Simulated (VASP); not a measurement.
# Ir (Fm-3m) in VASP: a series of runs

Ir is run at these levels: r2SCAN, PBE; tasks: single point.

Program: VASP 6.6.1. These are calculated values, not measurements. Logs are shortened: lines on timing, memory, paths and dates and some standing lists are left out, and cuts for length are marked.

## Step 1: The cell of the first run

It takes space group Fm-3m (No. 225, cubic). Conventional cell: a = 3.831 Å, b = 3.831 Å, c = 3.831 Å, α = 90.00°, β = 90.00°, γ = 90.00°. Ir (site symmetry m-3m) has 12 Ir at 2.71 Å within 3.6 Å.

## Step 2: Single point, r2SCAN

Contents of POSCAR:

```
Ir
1.0
    0.0000000000      1.9156000000      1.9156000000
    1.9156000000      0.0000000000      1.9156000000
    1.9156000000      1.9156000000      0.0000000000
Ir
1
Direct
    0.0000000000      0.0000000000      0.0000000000
```

Contents of INCAR.step1:

```
SYSTEM = Ir
PREC = Accurate ; ENCUT = 620
ISMEAR = 0 ; SIGMA = 0.1
LREAL = .False. ; LASPH = .True.
NELM = 120 ; NBANDS = 14
GGA = PE ; ALGO = Normal
EDIFF = 1E-5 ; LWAVE = .True.
LCHARG = .False. ; GGA_COMPAT = .False.
```

Contents of INCAR.step2:

```
SYSTEM = Ir
PREC = Accurate ; ENCUT = 620
EDIFF = 1E-6 ; ISMEAR = 0
SIGMA = 0.1 ; LREAL = .False.
LASPH = .True. ; NELM = 120
ALGO = Normal ; ISIF = 2
LWAVE = .False. ; LCHARG = .False.
METAGGA = R2SCAN ; LMIXTAU = .True.
NBANDS = 14 ; ISTART = 1
GGA_COMPAT = .False.
```

Contents of KPOINTS:

```
regular mesh
0
Gamma
  10 10 10
  0 0 0
```

Potentials or basis: VASP PAW PBE potentials, release 64 (Ir_sv_GW).

Started as:

```sh
> cat potpaw_PBE.64/Ir_sv_GW/POTCAR > POTCAR
> cp INCAR.step1 INCAR
> mpirun -np 1 vasp_std > vasp.out
> cp INCAR.step2 INCAR
> mpirun -np 1 vasp_std > vasp.out
```

OUTCAR:

```text
SYSTEM = Ir
   PREC = Accurate
   ENCUT = 620
   EDIFF = 1E-6
   ISMEAR = 0
   LREAL = .False.
   LASPH = .True.
   NELM = 120
   ISIF = 2
   METAGGA = R2SCAN
   ISTART = 1

 ion  position               nearest neighbor table
   1  0.000  0.000  0.000-

  LATTYP: Found a face centered cubic cell.
 ALAT       =     3.8312000000

  Lattice vectors:

 A1 = (   0.0000000000,   1.9156000000,   1.9156000000)
 A2 = (   1.9156000000,   0.0000000000,   1.9156000000)
 A3 = (   1.9156000000,   1.9156000000,   0.0000000000)

Analysis of symmetry for initial positions (statically):
=====================================================================
 Subroutine PRICEL returns:
 Original cell was already a primitive cell.

 Routine SETGRP: Setting up the symmetry group for a
 face centered cubic supercell.

 Subroutine GETGRP returns: Found 48 space group operations
 (whereof 48 operations were pure point group operations)
 out of a pool of 48 trial point group operations.

The static configuration has the point symmetry O_h .

Analysis of symmetry for dynamics (positions and initial velocities):
=====================================================================
 Subroutine PRICEL returns:
 Original cell was already a primitive cell.

 Routine SETGRP: Setting up the symmetry group for a
 face centered cubic supercell.

 Subroutine GETGRP returns: Found 48 space group operations
 (whereof 48 operations were pure point group operations)
 out of a pool of 48 trial point group operations.

The dynamic configuration has the point symmetry O_h .

 Subroutine INISYM returns: Found 48 space group operations
 (whereof 48 operations are pure point group operations),
 and found     1 'primitive' translations

----------------------------------------------------------------------------------------

                                     Primitive cell

  volume of cell :      14.0587

  direct lattice vectors                    reciprocal lattice vectors
     0.000000000  1.915600000  1.915600000    -0.261014826  0.261014826  0.261014826
     1.915600000  0.000000000  1.915600000     0.261014826 -0.261014826  0.261014826
     1.915600000  1.915600000  0.000000000     0.261014826  0.261014826 -0.261014826

  length of vectors
     2.709067500  2.709067500  2.709067500     0.452090940  0.452090940  0.452090940

  position of ions in fractional coordinates (direct lattice)
     0.000000000  0.000000000  0.000000000

  ion indices of the primitive-cell ions
   primitive index   ion index
                 1           1

----------------------------------------------------------------------------------------

 KPOINTS: regular mesh

Automatic generation of k-mesh.
 Grid dimensions read from file:
 generate k-points for:   10   10   10

 Generating k-lattice:

  Cartesian coordinates                     Fractional coordinates (reciprocal lattice)
    -0.026101483  0.026101483  0.026101483     0.100000000  0.000000000  0.000000000
     0.026101483 -0.026101483  0.026101483     0.000000000  0.100000000  0.000000000
     0.026101483  0.026101483 -0.026101483     0.000000000  0.000000000  0.100000000

  Length of vectors
     0.045209094  0.045209094  0.045209094

  Shift w.r.t. Gamma in fractional coordinates (k-lattice)
     0.000000000  0.000000000  0.000000000

 Subroutine IBZKPT returns following result:
 ===========================================

 Found     47 irreducible k-points:

 Following reciprocal coordinates:
            Coordinates               Weight
  0.000000  0.000000  0.000000      1.000000
  0.100000  0.000000  0.000000      8.000000
  0.200000  0.000000  0.000000      8.000000
  0.300000  0.000000  0.000000      8.000000
  0.400000  0.000000  0.000000      8.000000
  0.500000  0.000000  0.000000      4.000000
[... 16 lines left out ...]
  0.300000  0.300000  0.000000      6.000000
  0.400000  0.300000  0.000000     24.000000
 [... further k-points ...]
   k-points           NKPTS =     47   k-points in BZ     NKDIM =     47   number of bands    NBANDS=     14
   number of dos      NEDOS =    301   number of ions     NIONS =      1
   total plane-waves  NPLWV =  13824
   dimension x,y,z NGX =    24 NGY =   24 NGZ =   24
   dimension x,y,z NGXF=    48 NGYF=   48 NGZF=   48
   ions per type =               1
   NGX,Y,Z   is equivalent  to a cutoff of  14.73, 14.73, 14.73 a.u.
   NGXF,Y,Z  is equivalent  to a cutoff of  29.46, 29.46, 29.46 a.u.
 SYSTEM =  Ir
   PREC   = accura    normal or accurate (medium, high low for compatibility)
   ISTART =      1    job   : 0-new  1-cont  2-samecut
   ICHARG =      0    charge: 1-file 2-atom 10-const
   ISPIN  =      1    spin polarized calculation?
   LNONCOLLINEAR =      F non collinear calculations
   LSORBIT =      F    spin-orbit coupling
   LASPH  =      T    aspherical Exc in radial PAW
   ENCUT  =  620.0 eV  45.57 Ry    6.75 a.u.   5.50  5.50  5.50*2*pi/ulx,y,z
   NELM   =    120;   NELMIN=  2; NELMDL=  0     # of ELM steps
   EDIFF  = 0.1E-05   stopping-criterion for ELM
   LREAL  =      F    real-space projection
   EDIFFG = 0.1E-04   stopping-criterion for IOM
   NSW    =      0    number of steps for IOM
   IBRION =     -1    ionic relax: 0-MD 1-quasi-New 2-CG
   NFREE  =      0    steps in history (QN), initial steepest desc. (CG)
   ISIF   =      2    stress and relaxation
   ISYM   =      2    0-nonsym 1-usesym 2-fastsym
   POTIM  = 0.5000    time-step for ionic-motion
   TEBEG  =    0.0;   TEEND  =   0.0 temperature during run
   PSTRESS=    0.0 pullay stress
   NELECT =      17.0000    total number of electrons
   NUPDOWN=      -1.0000    fix difference up-down
   EMIN   =  10.00;   EMAX   =-10.00  energy-range for DOS
   EFERMI =   0.00;   METHOD = LEGACY
   ISMEAR =     0;   SIGMA  =   0.10  broadening in eV -4-tet -1-fermi 0-gaus
   EFERMI_NEDOS =   21; number of points for ismear=-14 and -15
   IALGO  =     38    algorithm
   IMIX   =      4    mixing-type and parameters
     AMIX     =   0.40;   BMIX     =  1.00
     AMIX_MAG =   1.60;   BMIX_MAG =  1.00
  volume/ion in A,a.u.               =      14.06        94.87
  Fermi-wavevector in a.u.,A,eV,Ry     =   1.744120  3.295909 41.388295  3.041954
  Thomas-Fermi vector in A             =   2.816061
   LORBIT       =      0    0 simple, 1 ext, 2 COOP (PROOUT), +10 PAW based schemes
   METAGGA = R2SCAN    functional components
   LHFCALC =     F    Hartree Fock is set to
   AEXX    =    0.0000 exact exchange contribution
   IVDW    =     0    specifies the selected vdW correction
   LEPSILON=     F    determine dielectric tensor
   LRPA    =     F    only Hartree local field effects (RPA)
 non-spin polarized calculation
 Gauss-broadening in eV      SIGMA  =   0.10
  energy-cutoff  :      620.00
  volume of cell :       14.06
 maximum number of plane-waves:       531
 NGX is ok and might be reduce to    24
   NGX = 11   NGY = 11   NGZ = 11

 number of electron      17.0000000 magnetization

 Free energy of the ion-electron system (eV)
  ---------------------------------------------------
  ext. energy  EPLUGINS =         0.00000000
  ---------------------------------------------------
  free energy    TOTEN  =       -52.91725460 eV

  energy without entropy =      -52.91274034  energy(sigma->0) =      -52.91499747

 E-fermi :  12.8635     XC(G=0): -15.9438

 val. band max:       12.8144526259   @ k =   0.3000   0.3000   0.0000
 cond. band min:      12.8779464244   @ k =  -0.3000   0.3000   0.1000
 fundamental gap:      0.0634937985
 Fermi energy:        12.8634511858

 k-point     1 :       0.0000    0.0000    0.0000
  band No.  band energies     occupation
      1     -82.2960      2.00000
      2     -38.0804      2.00000
      3     -38.0804      2.00000
      4     -38.0804      2.00000
      5       1.2172      2.00000
      6       8.7515      2.00000
      7       8.7515      2.00000
      8       8.7515      2.00000
      9      11.4808      2.00000
     10      11.4808      2.00000
     11      27.0209      0.00000
     12      32.8698      0.00000
     13      32.8698      0.00000
     14      32.8698      0.00000

 k-point     2 :       0.1000    0.0000    0.0000
  band No.  band energies     occupation
      1     -82.2883      2.00000
      2     -38.1659      2.00000
      3     -38.0920      2.00000
      4     -38.0920      2.00000
      5       1.6794      2.00000
      6       8.5146      2.00000
      7       8.9397      2.00000
      8       8.9397      2.00000
      9      11.3675      2.00000
     10      11.3675      2.00000
     11      27.8042      0.00000
     12      31.1764      0.00000
     13      33.6437      0.00000
     14      33.6437      0.00000

 k-point     3 :       0.2000    0.0000    0.0000
  band No.  band energies     occupation
      1     -82.2688      2.00000
      2     -38.3869      2.00000
      3     -38.1223      2.00000
      4     -38.1223      2.00000
      5       2.8733      2.00000
      6       8.1532      2.00000
      7       9.2160      2.00000
      8       9.2160      2.00000
      9      11.3952      2.00000
     10      11.3952      2.00000
     11      28.3583      0.00000
     12      29.5943      0.00000
     13      35.7721      0.00000
     14      35.7721      0.00000
[... 324 lines left out ...]
 k-point    23 :       0.3000    0.3000    0.0000
  band No.  band energies     occupation
      1     -82.2283      2.00000
      2     -38.6275      2.00000
      3     -38.2903      2.00000
      4     -38.2903      2.00000
      5       4.8804      2.00000
      6       6.1347      2.00000
      7       9.8789      2.00000
      8      11.6916      2.00000
      9      11.6916      2.00000
     10      12.8145      1.51166
     11      29.8428      0.00000
     12      29.8428      0.00000
     13      31.1622      0.00000
     14      34.4952      0.00000

 k-point    24 :       0.4000    0.3000    0.0000
  band No.  band energies     occupation
      1     -82.2131      2.00000
      2     -38.7418      2.00000
      3     -38.3536      2.00000
      4     -38.3264      2.00000
      5       5.1647      2.00000
      6       5.9034      2.00000
      7      10.0136      2.00000
      8      11.8851      2.00000
      9      13.5804      0.00000
     10      13.6799      0.00000
     11      26.2120      0.00000
     12      28.4428      0.00000
     13      29.5779      0.00000
     14      34.8148      0.00000

 [... further k-points ...]

------------------------ aborting loop because EDIFF is reached ----------------------------------------

  FORCE on cell =-STRESS in cart. coord.  units (eV):
  Direction    XX          YY          ZZ          XY          YZ          ZX
  --------------------------------------------------------------------------------------
  -------------------------------------------------------------------------------------
  Total        0.2686096      0.2686096      0.2686096      0.0000000      0.0000000     -0.0000000
  in kB       30.6117111     30.6117111     30.6117111      0.0000000      0.0000000     -0.0000000
  external PRESSURE =      30.6117111 kB  Pullay stress =       0.0000000 kB

 VOLUME and BASIS-vectors are now :
 -----------------------------------------------------------------------------
  energy-cutoff  :      620.00
  volume of cell :       14.06
      direct lattice vectors                 reciprocal lattice vectors
     0.000000000  1.915600000  1.915600000    -0.261014826  0.261014826  0.261014826
     1.915600000  0.000000000  1.915600000     0.261014826 -0.261014826  0.261014826
     1.915600000  1.915600000  0.000000000     0.261014826  0.261014826 -0.261014826

 POSITION                                       TOTAL-FORCE (eV/Angst)
 -----------------------------------------------------------------------------------
      0.00000      0.00000      0.00000         0.000000      0.000000      0.000000
 -----------------------------------------------------------------------------------
    total drift:                                0.000000      0.000000      0.000000

  FREE ENERGIE OF THE ION-ELECTRON SYSTEM (eV)
  ---------------------------------------------------
  free  energy   TOTEN  =       -52.9172546026 eV

  energy  without entropy=      -52.9127403439  energy(sigma->0) =      -52.91499747
```

Wall time 30 s (1 thread of Intel Xeon Platinum 8488C (Sapphire Rapids), shared host); peak memory 0.16 GiB.

Results:

```
Free energy            : -52.9173 eV
Pressure               : 3.1 GPa
Band gap on the k mesh : zero (an odd number of electrons rules out a gap without spin polarisation)
```

Caveat: the cell stands under pressure; the PAW data sets were made with another functional, which shifts forces and pressure a little; spin-orbit coupling is left out, which moves the levels of the heavy elements.

[end of part 1 of 2]

The gap in the log of VASP goes by the Fermi energy; the results here count the filled bands.